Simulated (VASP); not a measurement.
Input of a VASP 6.6.1 run:

File INCAR:

```
SYSTEM = AlN
ALGO = Normal
EDIFF = 1E-6
ENCUT = 520
GGA = PS
ISIF = 2
ISMEAR = 0
LASPH = .TRUE.
LCHARG = .FALSE.
LREAL = .FALSE.
LWAVE = .FALSE.
NBANDS = 11
NELM = 100
PREC = Accurate
SIGMA = 0.01
```

KPOINTS

```
k-points
0
G
  8 8 8
  0 0 0
```

POSCAR

```
AlN
1.0
    0.0000000000      2.1036788694      2.1036788694
    2.1036788694      0.0000000000      2.1036788694
    2.1036788694      2.1036788694      0.0000000000
Al N
1 1
Direct
    0.0000000000      0.0000000000      0.0000000000
    0.7500000000      0.7500000000      0.7500000000
```

Potentials or basis: VASP PAW PBE potentials, release 64 (Al, N).

Command:

```bash
$ cat potpaw_PBE.64/Al/POTCAR potpaw_PBE.64/N/POTCAR > POTCAR
$ mpirun -np 1 vasp_std > vasp.out
```

**Question.** What does it give for the pressure?

**Answer.** 30.3 GPa.

**Question.** Estimate the band gap on the k mesh.

**Answer.** 3.23 eV, indirect (least direct gap 5.13 eV).

Caveat: the PAW data sets were made with another functional, which shifts forces and pressure a little. A k mesh can miss the band edges.
